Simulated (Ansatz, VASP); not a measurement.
# One calculation of Mo4C, two programs

INCAR

```
SYSTEM = Mo4C
ALGO = Normal ; DIPOL = 0.5 0.5 0.345
EDIFF = 1E-6 ; ENCUT = 520
GGA = CA ; IDIPOL = 3
ISIF = 2 ; ISMEAR = 0
LASPH = .True. ; LCHARG = .False.
LDIPOL = .True. ; LREAL = .False.
LWAVE = .False. ; NBANDS = 38
NELM = 100 ; PREC = Accurate
SIGMA = 0.1
```

KPOINTS

```
k-points
0
Gamma
  9 9 1
  0 0 0
```

POSCAR

```
Mo4C
1.0
    3.1111816891      0.0000000000      0.0000000000
    0.0000000000      3.1111816891      0.0000000000
    0.0000000000      0.0000000000     21.5098172784
Mo C
4 1
Direct
    0.5000000000      0.5000000000      0.1859615983
    0.0000000000      0.0000000000      0.2582816382
    0.5000000000      0.5000000000      0.3325055024
    0.0000000000      0.0000000000      0.3956248056
    0.2500000000      0.2500000000      0.5513676441
```

Input for Ansatz:

```yaml
crystal:
  lattice:
    - [3.1111816891, 0.0, 0.0]
    - [0.0, 3.1111816891, 0.0]
    - [0.0, 0.0, 21.5098172784]
  atoms:
    - { symbol: Mo, position: [0.5, 0.5, 0.1859615983] }
    - { symbol: Mo, position: [0.0, 0.0, 0.2582816382] }
    - { symbol: Mo, position: [0.5, 0.5, 0.3325055024] }
    - { symbol: Mo, position: [0.0, 0.0, 0.3956248056] }
    - { symbol: C, position: [0.25, 0.25, 0.5513676441] }
basis:
  ecutwfc: 420
kpoints:
  mp_grid: { grid: [9, 9, 1] }
hamiltonian:
  xc: lda
scf:
  occupations: { method: gaussian, width: 0.1 }
output:
  forces: true
  eigenvalues: true
efield:
  axis: 3
  dipole_correction: true
  ramp_width: 0.04
```

Alike in both runs: task single point; functional LDA; k mesh 9 × 9 × 1; occupations gaussian, width 0.1 eV; no spin polarisation.

|  | VASP | Ansatz |
| --- | --- | --- |
| version | VASP 6.6.1 | Ansatz 0.2.0 |
| potentials or method | VASP PAW LDA potentials, release 64 (Mo_sv, C), cutoff 520 eV | scalar-relativistic, plane waves, PAW |
| valence electrons in the cell | 60 | 60 |

|  | VASP | Ansatz | Ansatz less VASP |
| --- | --- | --- | --- |
| gap on the k mesh at the Fermi level (eV) | none | none | - |
| rms of the force components (eV/Å) | 0.779 | 0.776 | -0.0029 |

LDA's correlation is that of Perdew and Zunger in VASP and of Perdew and Wang (1992) in Ansatz. Atom by atom the forces differ by 0.030 eV/Å (rms over components). A gap of «none» marks a metal or a gap that the smearing closes.
